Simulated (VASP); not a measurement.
Wanted: the native input for a VASP 6.6.1 run.

```
Task                   : single point
Functional             : LDA
Potentials or basis    : VASP PAW LDA potentials, release 64 (Sr_sv)
Cutoff                 : 500 eV
k mesh                 : 9 × 9 × 9
Occupations            : methfessel-paxton, width 0.2 eV
Spin                   : no spin polarisation
Dipole correction      : no
Further INCAR settings : ALGO = Normal; EDIFF = 1e-06; NBANDS = 11
```

The structure of Sr lies in POSCAR:

```
Sr
1.0
    0.0000000000      2.9028949114      2.9028949114
    2.9028949114      0.0000000000      2.9028949114
    2.9028949114      2.9028949114      0.0000000000
Sr
1
Direct
    0.0000000000      0.0000000000      0.0000000000
```

One way to write it, as run:

INCAR

```
SYSTEM = Sr
PREC = Accurate
ENCUT = 500
EDIFF = 1E-6
ISMEAR = 1
SIGMA = 0.2
LREAL = .False.
LASPH = .True.
NELM = 120
ALGO = Normal
ISIF = 2
LWAVE = .False.
LCHARG = .False.
NBANDS = 11
GGA_COMPAT = .False.
```

KPOINTS

```
regular mesh
0
Gamma
  9 9 9
  0 0 0
```

Potentials or basis: VASP PAW LDA potentials, release 64 (Sr_sv).

Launch:

```sh
$ cat potpaw_LDA.64/Sr_sv/POTCAR > POTCAR
$ mpirun -np 1 vasp_std > vasp.out
```

Results of the run:

| Item | Value |
| --- | --- |
| Pressure | -0.1 GPa |
| Band gap on the k mesh | 0.18 eV, indirect (least direct gap 0.19 eV) |

Wall time 26 s on 1 thread of Intel Xeon 8259CL, with other jobs on the host, peak memory 0.15 GiB.
